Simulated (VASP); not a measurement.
# As (Cm) in VASP: single point with PBE

Aim: the single point of As with PBE.

All numbers are computed with VASP 6.6.1; they aren't measurements. Logs are shortened: lines on timing, memory, paths and dates and some standing lists are left out, and cuts for length are marked.

## Step 1: The cell of the first run

The structure is monoclinic, space group Cm (No. 8). The conventional cell has a = 11.000 Å, b = 3.650 Å, c = 4.470 Å, α = 90.00°, β = 90.00°, γ = 90.00°. As (site symmetry m) has 5 As at 2.48 to 3.32 Å within 3.4 Å. As (site symmetry m) has 5 As at 2.49 to 3.32 Å within 3.4 Å. As (site symmetry m) has 3 As at 2.39 to 2.48 Å within 3.2 Å. As (site symmetry m) has 3 As at 2.39 to 2.52 Å within 3.2 Å.

## Step 2: Single point, PBE

INCAR

```
SYSTEM = As
ALGO = Normal
EDIFF = 1E-6
ENCUT = 520
GGA = PE
ISIF = 2
ISMEAR = 0
LASPH = .TRUE.
LCHARG = .TRUE.
LELF = .TRUE.
LREAL = .FALSE.
LVHAR = .TRUE.
LWAVE = .FALSE.
NBANDS = 18
NELM = 60
PREC = Accurate
SIGMA = 0.05
```

KPOINTS

```
k-points
0
G
  10 8 10
  0 0 0
```

POSCAR

```
As
1.0
    3.6500000000      0.0000000000      0.0000000000
    0.0000000000      0.0000000000     -4.4700000000
   -1.8250000000      5.5000000000      0.0000000000
As
4
Direct
    0.8900000000      0.9400000000      0.7800000000
    0.3900000000      0.5600000000      0.7800000000
    0.1100000000      0.0600000000      0.2200000000
    0.6100000000      0.4064429530      0.2200000000
```

Potentials or basis: VASP PAW PBE potentials, release 64 (As).

Launch:

```console
cat potpaw_PBE.64/As/POTCAR > POTCAR
mpirun -np 1 vasp_std > vasp.out
```

OUTCAR:

```text
SYSTEM = As
   EDIFF = 1E-6
   ENCUT = 520
   GGA = PE
   ISIF = 2
   ISMEAR = 0
   LASPH = .TRUE.
   LREAL = .FALSE.
   NELM = 60
   PREC = Accurate

 ion  position               nearest neighbor table
   1  0.890  0.940  0.780-   3 2.48   2 2.49   2 2.49
   2  0.390  0.560  0.780-   1 2.49   1 2.49   4 2.52
   3  0.110  0.060  0.220-   4 2.39   4 2.39   1 2.48
   4  0.610  0.406  0.220-   3 2.39   3 2.39   2 2.52

  LATTYP: Found a base centered orthorhombic cell.
 ALAT       =     3.6500000000
 B/A-ratio  =     3.0136986301
 C/A-ratio  =     1.2246575342

  Lattice vectors:

 A1 = (  -1.8250000000,  -5.5000000000,   0.0000000000)
 A2 = (  -1.8250000000,   5.5000000000,   0.0000000000)
 A3 = (   0.0000000000,   0.0000000000,  -4.4700000000)

Analysis of symmetry for initial positions (statically):
=====================================================================
 Subroutine PRICEL returns:
 Original cell was already a primitive cell.

 Routine SETGRP: Setting up the symmetry group for a
 base centered orthorhombic supercell.

 Subroutine GETGRP returns: Found  2 space group operations
 (whereof  2 operations were pure point group operations)
 out of a pool of  8 trial point group operations.

The static configuration has the point symmetry C_1h.

Analysis of symmetry for dynamics (positions and initial velocities):
=====================================================================
 Subroutine PRICEL returns:
 Original cell was already a primitive cell.

 Routine SETGRP: Setting up the symmetry group for a
 base centered orthorhombic supercell.

 Subroutine GETGRP returns: Found  2 space group operations
 (whereof  2 operations were pure point group operations)
 out of a pool of  8 trial point group operations.

The dynamic configuration has the point symmetry C_1h.

 Subroutine INISYM returns: Found  2 space group operations
 (whereof  2 operations are pure point group operations),
 and found     1 'primitive' translations

----------------------------------------------------------------------------------------

                                     Primitive cell

  volume of cell :      89.7352

  direct lattice vectors                    reciprocal lattice vectors
[... 87 lines left out ...]
   LSORBIT =      F    spin-orbit coupling
   LASPH  =      T    aspherical Exc in radial PAW
   ENCUT  =  520.0 eV  38.22 Ry    6.18 a.u.   6.79  8.31 10.77*2*pi/ulx,y,z
   NELM   =     60;   NELMIN=  2; NELMDL= -5     # of ELM steps
   EDIFF  = 0.1E-05   stopping-criterion for ELM
   LREAL  =      F    real-space projection
   EDIFFG = 0.1E-04   stopping-criterion for IOM
   NSW    =      0    number of steps for IOM
   IBRION =     -1    ionic relax: 0-MD 1-quasi-New 2-CG
   NFREE  =      0    steps in history (QN), initial steepest desc. (CG)
   ISIF   =      2    stress and relaxation
   ISYM   =      2    0-nonsym 1-usesym 2-fastsym
   POTIM  = 0.5000    time-step for ionic-motion
   TEBEG  =    0.0;   TEEND  =   0.0 temperature during run
   PSTRESS=    0.0 pullay stress
   NELECT =      20.0000    total number of electrons
   NUPDOWN=      -1.0000    fix difference up-down
   EMIN   =  10.00;   EMAX   =-10.00  energy-range for DOS
   EFERMI =   0.00;   METHOD = LEGACY
   ISMEAR =     0;   SIGMA  =   0.05  broadening in eV -4-tet -1-fermi 0-gaus
   EFERMI_NEDOS =   21; number of points for ismear=-14 and -15
   IALGO  =     38    algorithm
   IMIX   =      4    mixing-type and parameters
     AMIX     =   0.40;   BMIX     =  1.00
     AMIX_MAG =   1.60;   BMIX_MAG =  1.00
  volume/ion in A,a.u.               =      22.43       151.39
  Fermi-wavevector in a.u.,A,eV,Ry     =   0.992576  1.875697 13.404559  0.985207
  Thomas-Fermi vector in A             =   2.124398
   LORBIT       =      0    0 simple, 1 ext, 2 COOP (PROOUT), +10 PAW based schemes
   GGA     = PE    functional components
   LHFCALC =     F    Hartree Fock is set to
   AEXX    =    0.0000 exact exchange contribution
   IVDW    =     0    specifies the selected vdW correction
   LEPSILON=     F    determine dielectric tensor
   LRPA    =     F    only Hartree local field effects (RPA)
 non-spin polarized calculation
 Gauss-broadening in eV      SIGMA  =   0.05
  energy-cutoff  :      520.00
  volume of cell :       89.74
 maximum number of plane-waves:      2436
   NGX = 13   NGY = 17   NGZ = 21

 number of electron      20.0000000 magnetization

 Free energy of the ion-electron system (eV)
  ---------------------------------------------------
  ext. energy  EPLUGINS =         0.00000000
  ---------------------------------------------------
  free energy    TOTEN  =       -18.42524004 eV

  energy without entropy =      -18.42494346  energy(sigma->0) =      -18.42509175

 E-fermi :   4.8903     XC(G=0):  -9.7307

 val. band max:        4.8650206326   @ k =   0.2000   0.0000   0.4000
 cond. band min:       4.9142353512   @ k =   0.0000   0.0000   0.4000
 fundamental gap:      0.0492147186
 Fermi energy:         4.8902726763

 k-point     1 :       0.0000    0.0000    0.0000
  band No.  band energies     occupation
      1     -10.1201      2.00000
      2      -7.4727      2.00000
      3      -4.4296      2.00000
      4      -1.2850      2.00000
      5      -1.1015      2.00000
      6       0.7410      2.00000
[... 481 lines left out ...]
      5      -0.5377      2.00000
      6       0.4570      2.00000
[... 10 lines left out ...]
     17      11.7421      0.00000
     18      12.1239      0.00000

 [... further k-points ...]

------------------------ aborting loop because EDIFF is reached ----------------------------------------

  FORCE on cell =-STRESS in cart. coord.  units (eV):
  Direction    XX          YY          ZZ          XY          YZ          ZX
  --------------------------------------------------------------------------------------
  -------------------------------------------------------------------------------------
  Total        3.5211088      1.5601984      3.3950444      0.0000000     -0.5568233      0.0000000
  in kB       62.8676094     27.8565503     60.6167947      0.0000000     -9.9417971      0.0000000
  external PRESSURE =      50.4469848 kB  Pullay stress =       0.0000000 kB

 VOLUME and BASIS-vectors are now :
 -----------------------------------------------------------------------------
  energy-cutoff  :      520.00
  volume of cell :       89.74
      direct lattice vectors                 reciprocal lattice vectors
     3.650000000  0.000000000  0.000000000     0.273972603  0.090909091  0.000000000
     0.000000000  0.000000000 -4.470000000     0.000000000  0.000000000 -0.223713647
    -1.825000000  5.500000000  0.000000000     0.000000000  0.181818182  0.000000000

 POSITION                                       TOTAL-FORCE (eV/Angst)
 -----------------------------------------------------------------------------------
      1.82500      4.29000     -4.20180        -0.000000     -0.101706      0.208725
      0.00000      4.29000     -2.50320         0.000000     -0.144340      0.041231
      0.00000      1.21000     -0.26820        -0.000000      0.084684      1.401190
      1.82500      1.21000     -1.81680        -0.000000      0.161363     -1.651146
 -----------------------------------------------------------------------------------
    total drift:                                0.000000      0.000028     -0.000072

  FREE ENERGIE OF THE ION-ELECTRON SYSTEM (eV)
  ---------------------------------------------------
  free  energy   TOTEN  =       -18.4252400416 eV

  energy  without entropy=      -18.4249434566  energy(sigma->0) =      -18.42509175
```

OSZICAR:

```text
N       E                     dE             d eps       ncg     rms          rms(c)
DAV:   1     0.677150007516E+02    0.67715E+02   -0.79026E+03  8172   0.927E+02
DAV:   2    -0.139236011221E+02   -0.81639E+02   -0.78643E+02 11158   0.142E+02
DAV:   3    -0.184613179205E+02   -0.45377E+01   -0.45076E+01  9990   0.350E+01
DAV:   4    -0.184946348582E+02   -0.33317E-01   -0.33297E-01  9902   0.341E+00
DAV:   5    -0.184947904396E+02   -0.15558E-03   -0.15557E-03  9668   0.248E-01    0.498E+00
DAV:   6    -0.184479704827E+02    0.46820E-01   -0.22136E-02  9148   0.817E-01    0.300E+00
DAV:   7    -0.184250679916E+02    0.22902E-01   -0.47768E-02  8752   0.120E+00    0.136E-01
DAV:   8    -0.184250997535E+02   -0.31762E-04   -0.19759E-03  8822   0.255E-01    0.733E-02
DAV:   9    -0.184252296521E+02   -0.12990E-03   -0.37122E-04  9574   0.980E-02    0.268E-02
DAV:  10    -0.184252354814E+02   -0.58293E-05   -0.14587E-05  9806   0.232E-02    0.115E-02
DAV:  11    -0.184252397932E+02   -0.43118E-05   -0.79706E-06  8830   0.182E-02    0.222E-03
DAV:  12    -0.184252400416E+02   -0.24843E-06   -0.36822E-07  4892   0.350E-03
   1 F= -.18425240E+02 E0= -.18425092E+02  d E =-.296585E-03
```

Run time: 6 min. Hardware: 1 thread of Intel Xeon 8259CL, shared host; peak memory 0.41 GiB.

What came out:

| Quantity | Value |
| --- | --- |
| Free energy | -18.4252 eV |
| Pressure | 5.0 GPa |
| Largest force | 1.659 eV/Å |
| Band gap on the k mesh | zero (bands 10 and 11 overlap by 0.05 eV) |

Forces on the atoms (eV/Å):
```
As   0.000 -0.102  0.209
As   0.000 -0.144  0.041
As   0.000  0.085  1.401
As   0.000  0.161 -1.651
```

Caveat: the cell stands under pressure; this functional lacks dispersion, which binds the layers, so the pressure and a relaxed spacing across them are unreliable; forces of over 1 eV/Å act on the atoms, so gaps and moduli don't describe the material at rest.
